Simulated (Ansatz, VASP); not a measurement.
## LaZn: VASP beside Ansatz

```
CELL_PARAMETERS angstrom
3.75000 0.03750 0.03750
0.03750 3.75000 0.03750
0.03750 0.03750 3.75000
ATOMIC_POSITIONS crystal
La 0.50000 0.50000 0.50000
Zn 0.00000 0.00000 0.00000
```

Change from the starting cell: equal xy, yz and zx shear strains of +2 %, PAW files.

Alike in both runs: task electric field gradients; functional LDA; k mesh 9 × 9 × 9; occupations fermi-dirac, width 0.05 eV; no spin polarisation.

|  | VASP | Ansatz |
| --- | --- | --- |
| version | VASP 6.6.1 | Ansatz 0.2.0 |
| potentials or method | VASP PAW LDA potentials, release 64 (La, Zn) | PAW with Ansatz's default frozen-core files, scalar-relativistic |
| plane-wave cutoff (eV) | 520 | 420 |
| valence electrons in the cell | 23 | 23 |

```csv
,VASP,Ansatz,Ansatz less VASP
pressure (GPa),-3.9,-4.0,-0.05
"traceless stress, the component that is largest in VASP (GPa)",-0.55,-0.55,+0.006
size of Vzz on the site where it differs most (V/Å²),4.5,5.8,+1.34
```

LDA's correlation is that of Perdew and Zunger in VASP and of Perdew and Wang (1992) in Ansatz.

Spin-orbit coupling is off throughout.
